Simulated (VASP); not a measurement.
# Fe (Im-3m) in VASP: further runs

Fe is run at these levels: r2SCAN; tasks: single point.

Program: VASP 6.6.1. These are calculated values, not measurements. Logs are shortened: lines on timing, memory, paths and dates and some standing lists are left out, and cuts for length are marked.

### 1 The cell of the first run

It takes space group Im-3m (No. 229, cubic). The conventional cell has a = 2.808 Å, b = 2.808 Å, c = 2.808 Å, α = 90.00°, β = 90.00°, γ = 90.00°. Fe (site symmetry m-3m) has 14 Fe at 2.43 to 2.81 Å within 3.2 Å.

### 2 Single point, r2SCAN, collinear spin, ferromagnetic start (11.07 Å³/atom)

The input, POSCAR:

```
Fe
1.0
   -1.4039932135      1.4039932135      1.4039932135
    1.4039932135     -1.4039932135      1.4039932135
    1.4039932135      1.4039932135     -1.4039932135
Fe
1
Direct
    0.0000000000      0.0000000000      0.0000000000
```

The input, INCAR.step1:

```
SYSTEM = Fe
PREC = Accurate
ENCUT = 520
ISMEAR = 0
SIGMA = 0.1
LREAL = .FALSE.
LASPH = .TRUE.
NELM = 150
ISPIN = 2
MAGMOM = 3.09
LMAXMIX = 4
NBANDS = 14
GGA = PE
ALGO = Normal
EDIFF = 1E-4
LWAVE = .TRUE.
LCHARG = .FALSE.
```

The input, INCAR.step2:

```
SYSTEM = Fe
PREC = Accurate
ENCUT = 520
EDIFF = 1E-6
ISMEAR = 0
SIGMA = 0.1
LREAL = .FALSE.
LASPH = .TRUE.
NELM = 150
ALGO = Normal
ISIF = 2
LWAVE = .FALSE.
LCHARG = .TRUE.
ISPIN = 2
MAGMOM = 3.09
LORBIT = 11
LMAXMIX = 4
METAGGA = R2SCAN
LMIXTAU = .TRUE.
LELF = .TRUE.
LVHAR = .TRUE.
NBANDS = 14
ISTART = 1
```

The input, KPOINTS:

```
Automatic mesh
0
G
  20 20 20
  0 0 0
```

Potentials or basis: VASP PAW PBE potentials, release 64 (Fe).

Run with:

```sh
$ cat potpaw_PBE.64/Fe/POTCAR > POTCAR
$ cp INCAR.step1 INCAR
$ mpirun -np 1 vasp_std > vasp.out
$ cp INCAR.step2 INCAR
$ mpirun -np 1 vasp_std > vasp.out
```

OUTCAR:

```text
SYSTEM = Fe
   PREC = Accurate
   ENCUT = 520
   EDIFF = 1E-6
   ISMEAR = 0
   LREAL = .FALSE.
   LASPH = .TRUE.
   NELM = 150
   ISIF = 2
   ISPIN = 2
   LORBIT = 11
   METAGGA = R2SCAN
   ISTART = 1

 ion  position               nearest neighbor table
   1  0.000  0.000  0.000-

  LATTYP: Found a body centered cubic cell.
 ALAT       =     2.8079864270

  Lattice vectors:

 A1 = (  -1.4039932135,   1.4039932135,   1.4039932135)
 A2 = (   1.4039932135,  -1.4039932135,   1.4039932135)
 A3 = (   1.4039932135,   1.4039932135,  -1.4039932135)

Analysis of symmetry for initial positions (statically):
=====================================================================
 Subroutine PRICEL returns:
 Original cell was already a primitive cell.

 Routine SETGRP: Setting up the symmetry group for a
 body centered cubic supercell.

 Subroutine GETGRP returns: Found 48 space group operations
 (whereof 48 operations were pure point group operations)
 out of a pool of 48 trial point group operations.

The static configuration has the point symmetry O_h .

Analysis of symmetry for dynamics (positions and initial velocities):
=====================================================================
 Subroutine PRICEL returns:
 Original cell was already a primitive cell.

 Routine SETGRP: Setting up the symmetry group for a
 body centered cubic supercell.

 Subroutine GETGRP returns: Found 48 space group operations
 (whereof 48 operations were pure point group operations)
 out of a pool of 48 trial point group operations.

The dynamic configuration has the point symmetry O_h .

Analysis of structural, dynamic, and magnetic symmetry:
=====================================================================
 Subroutine PRICEL returns:
 Original cell was already a primitive cell.

 Routine SETGRP: Setting up the symmetry group for a
 body centered cubic supercell.

 Subroutine GETGRP returns: Found 48 space group operations
 (whereof 48 operations were pure point group operations)
 out of a pool of 48 trial point group operations.

The overall configuration has the point symmetry O_h .

 Subroutine INISYM returns: Found 48 space group operations
 (whereof 48 operations are pure point group operations),
 and found     1 'primitive' translations

----------------------------------------------------------------------------------------

                                     Primitive cell

  volume of cell :      11.0702

  direct lattice vectors                    reciprocal lattice vectors
    -1.403993213  1.403993213  1.403993213     0.000000000  0.356127078  0.356127078
     1.403993213 -1.403993213  1.403993213     0.356127078  0.000000000  0.356127078
     1.403993213  1.403993213 -1.403993213     0.356127078  0.356127078  0.000000000

  length of vectors
     2.431787579  2.431787579  2.431787579     0.503639743  0.503639743  0.503639743

  position of ions in fractional coordinates (direct lattice)
     0.000000000  0.000000000  0.000000000

  ion indices of the primitive-cell ions
   primitive index   ion index
                 1           1

----------------------------------------------------------------------------------------

 KPOINTS: Automatic mesh

Automatic generation of k-mesh.
 Grid dimensions read from file:
 generate k-points for:   20   20   20

 Generating k-lattice:

  Cartesian coordinates                     Fractional coordinates (reciprocal lattice)
     0.000000000  0.017806354  0.017806354     0.050000000  0.000000000  0.000000000
     0.017806354  0.000000000  0.017806354     0.000000000  0.050000000  0.000000000
     0.017806354  0.017806354  0.000000000     0.000000000  0.000000000  0.050000000

  Length of vectors
     0.025181987  0.025181987  0.025181987

  Shift w.r.t. Gamma in fractional coordinates (k-lattice)
     0.000000000  0.000000000  0.000000000

 Subroutine IBZKPT returns following result:
 ===========================================

 Found    256 irreducible k-points:

 Following reciprocal coordinates:
            Coordinates               Weight
  0.000000  0.000000  0.000000      1.000000
  0.050000  0.000000  0.000000     12.000000
  0.100000  0.000000  0.000000     12.000000
  0.150000  0.000000  0.000000     12.000000
  0.200000  0.000000  0.000000     12.000000
  0.250000  0.000000  0.000000     12.000000
[... 16 lines left out ...]
  0.200000  0.100000  0.000000     48.000000
  0.250000  0.100000 -0.000000     48.000000
 [... further k-points ...]
   k-points           NKPTS =    256   k-points in BZ     NKDIM =    256   number of bands    NBANDS=     14
   number of dos      NEDOS =    301   number of ions     NIONS =      1
   total plane-waves  NPLWV =   5832
   dimension x,y,z NGX =    18 NGY =   18 NGZ =   18
   dimension x,y,z NGXF=    36 NGYF=   36 NGZF=   36
   ions per type =               1
   NGX,Y,Z   is equivalent  to a cutoff of  12.31, 12.31, 12.31 a.u.
   NGXF,Y,Z  is equivalent  to a cutoff of  24.61, 24.61, 24.61 a.u.
 SYSTEM =  Fe
   PREC   = accura    normal or accurate (medium, high low for compatibility)
   ISTART =      1    job   : 0-new  1-cont  2-samecut
   ICHARG =      0    charge: 1-file 2-atom 10-const
   ISPIN  =      2    spin polarized calculation?
   LNONCOLLINEAR =      F non collinear calculations
   LSORBIT =      F    spin-orbit coupling
   LASPH  =      T    aspherical Exc in radial PAW
   ENCUT  =  520.0 eV  38.22 Ry    6.18 a.u.   4.52  4.52  4.52*2*pi/ulx,y,z
   NELM   =    150;   NELMIN=  2; NELMDL=  0     # of ELM steps
   EDIFF  = 0.1E-05   stopping-criterion for ELM
   LREAL  =      F    real-space projection
   EDIFFG = 0.1E-04   stopping-criterion for IOM
   NSW    =      0    number of steps for IOM
   IBRION =     -1    ionic relax: 0-MD 1-quasi-New 2-CG
   NFREE  =      0    steps in history (QN), initial steepest desc. (CG)
   ISIF   =      2    stress and relaxation
   ISYM   =      2    0-nonsym 1-usesym 2-fastsym
   POTIM  = 0.5000    time-step for ionic-motion
   TEBEG  =    0.0;   TEEND  =   0.0 temperature during run
   PSTRESS=    0.0 pullay stress
   NELECT =       8.0000    total number of electrons
   NUPDOWN=      -1.0000    fix difference up-down
   EMIN   =  10.00;   EMAX   =-10.00  energy-range for DOS
   EFERMI =   0.00;   METHOD = LEGACY
   ISMEAR =     0;   SIGMA  =   0.10  broadening in eV -4-tet -1-fermi 0-gaus
   EFERMI_NEDOS =   21; number of points for ismear=-14 and -15
   IALGO  =     38    algorithm
   IMIX   =      4    mixing-type and parameters
     AMIX     =   0.40;   BMIX     =  1.00
     AMIX_MAG =   1.60;   BMIX_MAG =  1.00
  volume/ion in A,a.u.               =      11.07        74.71
  Fermi-wavevector in a.u.,A,eV,Ry     =   1.469106  2.776208 29.365082  2.158273
  Thomas-Fermi vector in A             =   2.584523
   LORBIT       =     11    0 simple, 1 ext, 2 COOP (PROOUT), +10 PAW based schemes
   METAGGA = R2SCAN    functional components
   LHFCALC =     F    Hartree Fock is set to
   AEXX    =    0.0000 exact exchange contribution
   IVDW    =     0    specifies the selected vdW correction
   LEPSILON=     F    determine dielectric tensor
   LRPA    =     F    only Hartree local field effects (RPA)
 spin polarized calculation
 Gauss-broadening in eV      SIGMA  =   0.10
  energy-cutoff  :      520.00
  volume of cell :       11.07
 maximum number of plane-waves:       321
   NGX =  9   NGY =  9   NGZ =  9

 number of electron       8.0000007 magnetization       2.5885159

 Free energy of the ion-electron system (eV)
  ---------------------------------------------------
  ext. energy  EPLUGINS =         0.00000000
  ---------------------------------------------------
  free energy    TOTEN  =       -14.33547593 eV

  energy without entropy =      -14.33157236  energy(sigma->0) =      -14.33352414

 E-fermi :   5.9811     XC(G=0): -14.4114

 val. band max:        5.9757974554   @ k =   0.1000   0.0500   0.0500
 cond. band min:       5.9833732170   @ k =   0.2000   0.2000   0.0000
 fundamental gap:      0.0075757616
 Fermi energy:         5.9811347643

 spin component 1

 k-point     1 :       0.0000    0.0000    0.0000
  band No.  band energies     occupation
      1      -2.7655      1.00000
      2       2.9640      1.00000
      3       2.9640      1.00000
      4       2.9640      1.00000
      5       4.3044      1.00000
      6       4.3044      1.00000
      7      32.3689      0.00000
      8      32.3690      0.00000
      9      32.3690      0.00000
     10      37.6183      0.00000
     11      37.6183      0.00000
     12      39.6408      0.00000
     13      39.6408      0.00000
     14      39.6411      0.00000
[... 375 lines left out ...]
 k-point    24 :       0.2500    0.1000   -0.0000
  band No.  band energies     occupation
      1       0.3734      1.00000
      2       2.2479      1.00000
      3       2.8887      1.00000
      4       4.1041      1.00000
      5       4.5036      1.00000
      6       5.1411      1.00000
      7      20.3427      0.00000
      8      25.1150      0.00000
      9      28.8187      0.00000
     10      32.2999      0.00000
     11      36.9758      0.00000
     12      38.6201      0.00000
     13      44.5074      0.00000
     14      46.5806      0.00000

 [... further k-points ...]

 spin component 2

 k-point     1 :       0.0000    0.0000    0.0000
  band No.  band energies     occupation
      1      -3.3553      1.00000
      2       6.3005      0.00000
      3       6.3005      0.00000
      4       6.3005      0.00000
      5       8.6500      0.00000
      6       8.6500      0.00000
      7      32.0152      0.00000
      8      32.0152      0.00000
      9      32.0152      0.00000
     10      38.2202      0.00000
     11      38.2202      0.00000
     12      41.4469      0.00000
     13      41.4469      0.00000
     14      41.4472      0.00000
[... 375 lines left out ...]
 k-point    24 :       0.2500    0.1000   -0.0000
  band No.  band energies     occupation
      1       0.4410      1.00000
      2       5.2402      1.00000
      3       5.4060      1.00000
      4       8.1669      0.00000
      5       8.5520      0.00000
      6       8.9285      0.00000
      7      21.4879      0.00000
      8      25.7232      0.00000
      9      30.1173      0.00000
     10      32.8577      0.00000
     11      38.2567      0.00000
     12      39.6637      0.00000
     13      45.5849      0.00000
     14      48.1572      0.00000

 [... further k-points ...]
[... 5 lines left out ...]
  --------------------------------------------------------------------------------------
  -------------------------------------------------------------------------------------
  Total        0.8633432      0.8633432      0.8633432     -0.0000000     -0.0000000      0.0000000
  in kB      124.9507922    124.9507922    124.9507922     -0.0000000     -0.0000000      0.0000000
  external PRESSURE =     124.9507922 kB  Pullay stress =       0.0000000 kB

 VOLUME and BASIS-vectors are now :
 -----------------------------------------------------------------------------
  energy-cutoff  :      520.00
  volume of cell :       11.07
      direct lattice vectors                 reciprocal lattice vectors
    -1.403993213  1.403993213  1.403993213     0.000000000  0.356127078  0.356127078
     1.403993213 -1.403993213  1.403993213     0.356127078  0.000000000  0.356127078
     1.403993213  1.403993213 -1.403993213     0.356127078  0.356127078  0.000000000

 POSITION                                       TOTAL-FORCE (eV/Angst)
 -----------------------------------------------------------------------------------
      0.00000      0.00000      0.00000         0.000000     -0.000000      0.000000
 -----------------------------------------------------------------------------------
    total drift:                                0.000000      0.000000      0.000000

  FREE ENERGIE OF THE ION-ELECTRON SYSTEM (eV)
  ---------------------------------------------------
  free  energy   TOTEN  =       -14.3354759308 eV

  energy  without entropy=      -14.3315723583  energy(sigma->0) =      -14.33352414

 total charge

# of ion       s       p       d       tot
------------------------------------------
    1        0.504   0.601   6.226   7.330

 magnetization (x)

# of ion       s       p       d       tot
------------------------------------------
    1       -0.014  -0.117   2.767   2.636
```

It took 8.3 min on 1 thread of Intel Xeon 8259CL, shared host; peak memory 0.18 GiB.

Results:

```yaml
Free_energy: -14.3355 eV
Pressure: 12.5 GPa
Net_moment: 2.59 μB per cell
Site_moments: Fe +2.64 μB
Valence_electrons_inside_the_program's_atomic_spheres: Fe 7.33
```

Caveat: the cell stands under pressure; the PAW data sets were made with another functional, which shifts forces and pressure a little.

(Continued in part 2 of 2.)
